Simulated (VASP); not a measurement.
# MnZn (Pm-3m) in VASP: single point with LDA

Aim: the single point of MnZn with LDA.

All numbers are computed with VASP 6.6.1; they aren't measurements. Logs are shortened: lines on timing, memory, paths and dates and some standing lists are left out, and cuts for length are marked.

### 1 The cell of the first run

It takes space group Pm-3m (No. 221, cubic). Conventional cell: a = 3.070 Å, b = 3.070 Å, c = 3.070 Å, α = 90.00°, β = 90.00°, γ = 90.00°. Within 3.5 Å of Mn (site symmetry m-3m) lie 8 Zn at 2.66 Å and 6 Mn at 3.07 Å. Zn (site symmetry m-3m) has 8 Mn at 2.66 Å and 6 Zn at 3.07 Å within 3.5 Å.

### 2 Single point, LDA, collinear spin, ferromagnetic start

INCAR reads:

```
SYSTEM = MnZn
PREC     = Accurate       ! precision mode
ENCUT    = 500            ! plane-wave cutoff, eV
EDIFF    = 1E-6           ! SCF threshold, eV
ISMEAR   = 0              ! smearing method
SIGMA    = 0.1            ! smearing width, eV
LREAL    = .FALSE.        ! projectors in reciprocal space
LASPH    = .TRUE.         ! aspherical terms in the spheres
NELM     = 200            ! most SCF steps
ALGO     = Normal         ! electronic algorithm
ISIF     = 2              ! what is computed and relaxed
LWAVE    = .FALSE.        ! write WAVECAR
LCHARG   = .TRUE.         ! write CHGCAR
ISPIN    = 2              ! spin polarisation
MAGMOM   = 4 0            ! initial moments
LORBIT   = 11             ! projections on sites
LMAXMIX  = 4              ! l up to which the mixer works
GGA      = CA             ! functional
LELF     = .TRUE.         ! ELF
LVHAR    = .TRUE.       
NBANDS   = 24             ! bands
GGA_COMPAT= .FALSE.
```

KPOINTS reads:

```
regular mesh
0
G
  7 7 7
  0 0 0
```

POSCAR reads:

```
MnZn
1.0
    3.0700000000      0.0000000000      0.0000000000
    0.0000000000      3.0700000000      0.0000000000
    0.0000000000      0.0000000000      3.0700000000
Mn Zn
1 1
Direct
    0.0000000000      0.0000000000      0.0000000000
    0.5000000000      0.5000000000      0.5000000000
```

Potentials or basis: VASP PAW LDA potentials, release 64 (Mn_pv, Zn).

On the command line:

```bash
$ cat potpaw_LDA.64/Mn_pv/POTCAR potpaw_LDA.64/Zn/POTCAR > POTCAR
$ mpirun -np 1 vasp_std > vasp.out
```

OUTCAR:

```text
SYSTEM = MnZn
   PREC = Accurate
   ENCUT = 500
   EDIFF = 1E-6
   ISMEAR = 0
   LREAL = .FALSE.
   LASPH = .TRUE.
   NELM = 200
   ISIF = 2
   ISPIN = 2
   LORBIT = 11
   GGA = CA

 ion  position               nearest neighbor table
   1  0.000  0.000  0.000-   2 2.66   2 2.66   2 2.66   2 2.66   2 2.66   2 2.66   2 2.66   2 2.66

   2  0.500  0.500  0.500-   1 2.66   1 2.66   1 2.66   1 2.66   1 2.66   1 2.66   1 2.66   1 2.66

  LATTYP: Found a simple cubic cell.
 ALAT       =     3.0700000000

  Lattice vectors:

 A1 = (   3.0700000000,   0.0000000000,   0.0000000000)
 A2 = (   0.0000000000,   3.0700000000,   0.0000000000)
 A3 = (   0.0000000000,   0.0000000000,   3.0700000000)

Analysis of symmetry for initial positions (statically):
=====================================================================
 Subroutine PRICEL returns:
 Original cell was already a primitive cell.

 Routine SETGRP: Setting up the symmetry group for a
 simple cubic supercell.

 Subroutine GETGRP returns: Found 48 space group operations
 (whereof 48 operations were pure point group operations)
 out of a pool of 48 trial point group operations.

The static configuration has the point symmetry O_h .

Analysis of symmetry for dynamics (positions and initial velocities):
=====================================================================
 Subroutine PRICEL returns:
 Original cell was already a primitive cell.

 Routine SETGRP: Setting up the symmetry group for a
 simple cubic supercell.

 Subroutine GETGRP returns: Found 48 space group operations
 (whereof 48 operations were pure point group operations)
 out of a pool of 48 trial point group operations.

The dynamic configuration has the point symmetry O_h .

Analysis of structural, dynamic, and magnetic symmetry:
=====================================================================
 Subroutine PRICEL returns:
 Original cell was already a primitive cell.

 Routine SETGRP: Setting up the symmetry group for a
 simple cubic supercell.

 Subroutine GETGRP returns: Found 48 space group operations
 (whereof 48 operations were pure point group operations)
 out of a pool of 48 trial point group operations.

The overall configuration has the point symmetry O_h .

 Subroutine INISYM returns: Found 48 space group operations
 (whereof 48 operations are pure point group operations),
 and found     1 'primitive' translations

----------------------------------------------------------------------------------------

                                     Primitive cell

  volume of cell :      28.9344

  direct lattice vectors                    reciprocal lattice vectors
     3.070000000  0.000000000  0.000000000     0.325732899  0.000000000  0.000000000
     0.000000000  3.070000000  0.000000000     0.000000000  0.325732899  0.000000000
     0.000000000  0.000000000  3.070000000     0.000000000  0.000000000  0.325732899

  length of vectors
     3.070000000  3.070000000  3.070000000     0.325732899  0.325732899  0.325732899

  position of ions in fractional coordinates (direct lattice)
     0.000000000  0.000000000  0.000000000
     0.500000000  0.500000000  0.500000000

  ion indices of the primitive-cell ions
   primitive index   ion index
                 1           1
                 2           2

----------------------------------------------------------------------------------------

 KPOINTS: regular mesh

Automatic generation of k-mesh.
 Grid dimensions read from file:
 generate k-points for:    7    7    7

 Generating k-lattice:

  Cartesian coordinates                     Fractional coordinates (reciprocal lattice)
     0.046533271  0.000000000  0.000000000     0.142857143  0.000000000  0.000000000
     0.000000000  0.046533271  0.000000000     0.000000000  0.142857143  0.000000000
     0.000000000  0.000000000  0.046533271     0.000000000  0.000000000  0.142857143

  Length of vectors
     0.046533271  0.046533271  0.046533271

  Shift w.r.t. Gamma in fractional coordinates (k-lattice)
     0.000000000  0.000000000  0.000000000

 Subroutine IBZKPT returns following result:
 ===========================================

 Found     20 irreducible k-points:

 Following reciprocal coordinates:
            Coordinates               Weight
  0.000000  0.000000  0.000000      1.000000
  0.142857  0.000000  0.000000      6.000000
  0.285714  0.000000  0.000000      6.000000
  0.428571  0.000000  0.000000      6.000000
  0.142857  0.142857  0.000000     12.000000
  0.285714  0.142857  0.000000     24.000000
[... 12 lines left out ...]
  0.428571  0.428571  0.285714     24.000000
  0.428571  0.428571  0.428571      8.000000
   k-points           NKPTS =     20   k-points in BZ     NKDIM =     20   number of bands    NBANDS=     24
   number of dos      NEDOS =    301   number of ions     NIONS =      2
   total plane-waves  NPLWV =  13824
   dimension x,y,z NGX =    24 NGY =   24 NGZ =   24
   dimension x,y,z NGXF=    48 NGYF=   48 NGZF=   48
   ions per type =               1   1
   NGX,Y,Z   is equivalent  to a cutoff of  13.00, 13.00, 13.00 a.u.
   NGXF,Y,Z  is equivalent  to a cutoff of  25.99, 25.99, 25.99 a.u.
 SYSTEM =  MnZn
   PREC   = accura    normal or accurate (medium, high low for compatibility)
   ISTART =      0    job   : 0-new  1-cont  2-samecut
   ICHARG =      2    charge: 1-file 2-atom 10-const
   ISPIN  =      2    spin polarized calculation?
   LNONCOLLINEAR =      F non collinear calculations
   LSORBIT =      F    spin-orbit coupling
   LASPH  =      T    aspherical Exc in radial PAW
   ENCUT  =  500.0 eV  36.75 Ry    6.06 a.u.   5.60  5.60  5.60*2*pi/ulx,y,z
   NELM   =    200;   NELMIN=  2; NELMDL= -5     # of ELM steps
   EDIFF  = 0.1E-05   stopping-criterion for ELM
   LREAL  =      F    real-space projection
   EDIFFG = 0.1E-04   stopping-criterion for IOM
   NSW    =      0    number of steps for IOM
   IBRION =     -1    ionic relax: 0-MD 1-quasi-New 2-CG
   NFREE  =      0    steps in history (QN), initial steepest desc. (CG)
   ISIF   =      2    stress and relaxation
   ISYM   =      2    0-nonsym 1-usesym 2-fastsym
   POTIM  = 0.5000    time-step for ionic-motion
   TEBEG  =    0.0;   TEEND  =   0.0 temperature during run
   PSTRESS=    0.0 pullay stress
   NELECT =      25.0000    total number of electrons
   NUPDOWN=      -1.0000    fix difference up-down
   EMIN   =  10.00;   EMAX   =-10.00  energy-range for DOS
   EFERMI =   0.00;   METHOD = LEGACY
   ISMEAR =     0;   SIGMA  =   0.10  broadening in eV -4-tet -1-fermi 0-gaus
   EFERMI_NEDOS =   21; number of points for ismear=-14 and -15
   IALGO  =     38    algorithm
   IMIX   =      4    mixing-type and parameters
     AMIX     =   0.40;   BMIX     =  1.00
     AMIX_MAG =   1.60;   BMIX_MAG =  1.00
  volume/ion in A,a.u.               =      14.47        97.63
  Fermi-wavevector in a.u.,A,eV,Ry     =   1.559253  2.946560 33.079416  2.431268
  Thomas-Fermi vector in A             =   2.662638
   LORBIT       =     11    0 simple, 1 ext, 2 COOP (PROOUT), +10 PAW based schemes
   GGA     = CA    functional components
   LHFCALC =     F    Hartree Fock is set to
   AEXX    =    0.0000 exact exchange contribution
   IVDW    =     0    specifies the selected vdW correction
   LEPSILON=     F    determine dielectric tensor
   LRPA    =     F    only Hartree local field effects (RPA)
 spin polarized calculation
 Gauss-broadening in eV      SIGMA  =   0.10
  energy-cutoff  :      500.00
  volume of cell :       28.93
 maximum number of plane-waves:       742
 NGX is ok and might be reduce to    24
   NGX = 11   NGY = 11   NGZ = 11

 number of electron      24.9999987 magnetization       2.9533573

 Free energy of the ion-electron system (eV)
  ---------------------------------------------------
  ext. energy  EPLUGINS =         0.00000000
  ---------------------------------------------------
  free energy    TOTEN  =       -11.25475929 eV

  energy without entropy =      -11.24961372  energy(sigma->0) =      -11.25218650

 E-fermi :   4.9778     XC(G=0): -12.3650

 val. band max:        4.9625890955   @ k =   0.4286   0.0000   0.0000
 cond. band min:       4.9899748695   @ k =   0.4286   0.4286   0.0000
 fundamental gap:      0.0273857739
 Fermi energy:         4.9778325686

 spin component 1

 k-point     1 :       0.0000    0.0000    0.0000
  band No.  band energies     occupation
      1     -43.7961      1.00000
      2     -43.7961      1.00000
      3     -43.7961      1.00000
      4      -4.1844      1.00000
      5      -2.4876      1.00000
      6      -2.4876      1.00000
[... 16 lines left out ...]
     23      26.3234      0.00000
     24      28.7345      0.00000

 k-point     2 :       0.1429    0.0000    0.0000
  band No.  band energies     occupation
      1     -43.8043      1.00000
      2     -43.7954      1.00000
      3     -43.7954      1.00000
      4      -3.8428      1.00000
      5      -2.4539      1.00000
      6      -2.4170      1.00000
[... 16 lines left out ...]
     23      24.7196      0.00000
     24      25.9352      0.00000

 k-point     3 :       0.2857    0.0000    0.0000
  band No.  band energies     occupation
      1     -43.8228      1.00000
      2     -43.7940      1.00000
      3     -43.7940      1.00000
      4      -2.9375      1.00000
      5      -2.3769      1.00000
      6      -2.1525      1.00000
[... 16 lines left out ...]
     23      22.7497      0.00000
     24      24.6218      0.00000
[... 406 lines left out ...]
 k-point    19 :       0.4286    0.4286    0.2857
  band No.  band energies     occupation
      1     -43.8307      1.00000
      2     -43.8306      1.00000
      3     -43.8151      1.00000
      4      -2.4598      1.00000
      5      -2.3074      1.00000
      6      -2.3056      1.00000
[... 16 lines left out ...]
     23      30.4951      0.00000
     24      32.0201      0.00000

 k-point    20 :       0.4286    0.4286    0.4286
  band No.  band energies     occupation
      1     -43.8293      1.00000
      2     -43.8292      1.00000
      3     -43.8292      1.00000
      4      -2.4040      1.00000
      5      -2.3727      1.00000
      6      -2.3727      1.00000
[... 16 lines left out ...]
     23      33.6502      0.00000
     24      33.6502      0.00000
 Fermi energy:         4.9778325686

 spin component 2

 k-point     1 :       0.0000    0.0000    0.0000
  band No.  band energies     occupation
      1     -40.9153      1.00000
      2     -40.9153      1.00000
      3     -40.9153      1.00000
      4      -3.9413      1.00000
      5      -2.4643      1.00000
      6      -2.4643      1.00000
[... 16 lines left out ...]
     23      26.5339      0.00000
     24      29.3082      0.00000

 k-point     2 :       0.1429    0.0000    0.0000
  band No.  band energies     occupation
      1     -40.9249      1.00000
      2     -40.9145      1.00000
      3     -40.9145      1.00000
      4      -3.6014      1.00000
      5      -2.4375      1.00000
      6      -2.3947      1.00000
[... 16 lines left out ...]
     23      25.1455      0.00000
     24      26.4083      0.00000

 k-point     3 :       0.2857    0.0000    0.0000
  band No.  band energies     occupation
      1     -40.9466      1.00000
      2     -40.9128      1.00000
      3     -40.9128      1.00000
      4      -2.7544      1.00000
      5      -2.3768      1.00000
      6      -2.0714      1.00000
[... 16 lines left out ...]
     23      23.1874      0.00000
     24      25.0584      0.00000
[... 406 lines left out ...]
 k-point    19 :       0.4286    0.4286    0.2857
  band No.  band energies     occupation
      1     -40.9556      1.00000
      2     -40.9555      1.00000
      3     -40.9373      1.00000
      4      -2.4073      1.00000
      5      -2.2644      1.00000
      6      -2.2612      1.00000
[... 16 lines left out ...]
     23      30.8166      0.00000
     24      32.1995      0.00000

 k-point    20 :       0.4286    0.4286    0.4286
  band No.  band energies     occupation
      1     -40.9539      1.00000
      2     -40.9538      1.00000
      3     -40.9538      1.00000
      4      -2.3610      1.00000
      5      -2.3348      1.00000
      6      -2.3348      1.00000
[... 16 lines left out ...]
     23      33.8729      0.00000
     24      35.2604      0.00000

------------------------ aborting loop because EDIFF is reached ----------------------------------------

  FORCE on cell =-STRESS in cart. coord.  units (eV):
  Direction    XX          YY          ZZ          XY          YZ          ZX
  --------------------------------------------------------------------------------------
  -------------------------------------------------------------------------------------
  Total       -3.2457744     -3.2457744     -3.2457744     -0.0000000     -0.0000000      0.0000000
  in kB     -179.7271887   -179.7271887   -179.7271887     -0.0000000     -0.0000000      0.0000000
  external PRESSURE =    -179.7271887 kB  Pullay stress =       0.0000000 kB

 VOLUME and BASIS-vectors are now :
 -----------------------------------------------------------------------------
  energy-cutoff  :      500.00
  volume of cell :       28.93
      direct lattice vectors                 reciprocal lattice vectors
     3.070000000  0.000000000  0.000000000     0.325732899  0.000000000  0.000000000
     0.000000000  3.070000000  0.000000000     0.000000000  0.325732899  0.000000000
     0.000000000  0.000000000  3.070000000     0.000000000  0.000000000  0.325732899

 POSITION                                       TOTAL-FORCE (eV/Angst)
 -----------------------------------------------------------------------------------
      0.00000      0.00000      0.00000         0.000000      0.000000      0.000000
      1.53500      1.53500      1.53500         0.000000      0.000000      0.000000
 -----------------------------------------------------------------------------------
    total drift:                                0.000000      0.000000     -0.000000

  FREE ENERGIE OF THE ION-ELECTRON SYSTEM (eV)
  ---------------------------------------------------
  free  energy   TOTEN  =       -11.2547592929 eV

  energy  without entropy=      -11.2496137167  energy(sigma->0) =      -11.25218650

 total charge

# of ion       s       p       d       tot
------------------------------------------
    1        0.275   6.210   5.059  11.544
    2        0.621   0.513   9.719  10.854
--------------------------------------------------
tot          0.896   6.724  14.778  22.398

 magnetization (x)

# of ion       s       p       d       tot
------------------------------------------
    1        0.009   0.003   2.932   2.944
    2       -0.039  -0.048   0.029  -0.059
--------------------------------------------------
tot         -0.030  -0.045   2.961   2.885
```

Run time: 18 s. Hardware: 1 thread of AMD EPYC 7R43 (Zen 3), shared host; peak memory 0.11 GiB.

What came out:

```yaml
Free_energy: -11.2548 eV
Pressure: -18.0 GPa
Net_moment: 2.95 μB per cell
Site_moments: Mn +2.94; Zn -0.06 μB
Valence_electrons_inside_the_program's_atomic_spheres: Mn 11.54; Zn 10.85
```

Levels at points of the mesh, in eV from the Fermi level:
Spin up:
```
           k point  band 12  band 13  band 14  band 15  band 16  band 17
(0.00, 0.00, 0.00)    -1.15    -1.15    -1.15     6.11     6.11     6.11
```
Spin down:
| k point | band 9 | band 10 | band 11 | band 12 | band 13 | band 14 |
| --- | --- | --- | --- | --- | --- | --- |
| (0.00, 0.00, 0.00) | -6.92 | -0.47 | -0.47 | 1.49 | 1.49 | 1.49 |

Caveat: the cell stands under tension.
